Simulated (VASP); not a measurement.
Input of a VASP 6.6.1 run:

The input INCAR:

```
SYSTEM = InPd
ALGO     = Fast           ! electronic algorithm
EDIFF    = 1E-6           ! SCF threshold, eV
ENCUT    = 520            ! plane-wave cutoff, eV
GGA      = PS             ! functional
ISIF     = 2              ! what is computed and relaxed
ISMEAR   = 0              ! smearing method
LASPH    = .True.         ! aspherical terms in the spheres
LCHARG   = .False.        ! write CHGCAR
LREAL    = .False.        ! projectors in reciprocal space
LWAVE    = .False.        ! write WAVECAR
NBANDS   = 18             ! bands
NELM     = 80             ! most SCF steps
PREC     = Accurate       ! precision mode
SIGMA    = 0.15           ! smearing width, eV
```

Contents of KPOINTS:

```
k-points
0
Gamma
  14 14 14
  0 0 0
```

The input POSCAR:

```
InPd
1.0
    3.1329966199      0.0000000000      0.0000000000
    0.0000000000      3.1329966199      0.0000000000
    0.0000000000      0.0000000000      3.4738926252
In Pd
1 1
Direct
   -0.0149022267      0.0000000000      0.0000000000
    0.5160782172      0.5000000000      0.5000000000
```

Potentials or basis: VASP PAW PBE potentials, release 64 (In_d, Pd).

The run is started by

```bash
$ cat potpaw_PBE.64/In_d/POTCAR potpaw_PBE.64/Pd/POTCAR > POTCAR
$ mpirun -np 1 vasp_std > vasp.out
```

Predict the largest force.

0.385 eV/Å.

Estimate the pressure.

1.2 GPa.

Stress tensor (GPa, compression positive):
```
 1.82  0.00  0.00
 0.00  2.17  0.00
 0.00  0.00 -0.27
```

Caveat: the cell differs from its parent crystal (mode 4 frozen in at -0.052 Å, strain +e along z and -e/2 along x and y +0.0700); the PAW data sets were made with another functional, which shifts forces and pressure a little.
